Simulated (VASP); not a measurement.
Input of a VASP 6.6.1 run:

The input INCAR:

```
PREC     = Accurate       # precision mode
ENCUT    = 520            # plane-wave cutoff, eV
EDIFF    = 1E-6           # SCF threshold, eV
ISMEAR   = -1             # smearing method
SIGMA    = 0.05           # smearing width, eV
LREAL    = False          # projectors in reciprocal space
LASPH    = True           # aspherical terms in the spheres
NELM     = 150            # most SCF steps
ALGO     = Normal         # electronic algorithm
ISIF     = 2              # what is computed and relaxed
LWAVE    = False          # write WAVECAR
LCHARG   = True           # write CHGCAR
ISPIN    = 2              # spin polarisation
MAGMOM   = 2.208          # initial moments
LORBIT   = 11             # projections on sites
LMAXMIX  = 4              # l up to which the mixer works
GGA      = PE             # functional
LELF     = True           # ELF
LVHAR    = True         
NBANDS   = 14             # bands
```

KPOINTS

```
regular mesh
0
Gamma
  15 15 15
```

POSCAR

```
Fe
1.0
   -1.4163059769      1.4163059769      1.4163059769
    1.4163059769     -1.4163059769      1.4163059769
    1.4163059769      1.4163059769     -1.4163059769
Fe
1
Direct
    0.0000000000      0.0000000000      0.0000000000
```

Potentials or basis: VASP PAW PBE potentials, release 64 (Fe).

Command:

```bash
$ cat potpaw_PBE.64/Fe/POTCAR > POTCAR
$ mpirun -np 1 vasp_std > vasp.out
```

Task: Estimate the pressure.

Result: 0.0 GPa.

Task: Predict the site moments.

Result: Fe +2.19 μB.

Task: Predict the net moment.

Result: 2.19 μB per cell.
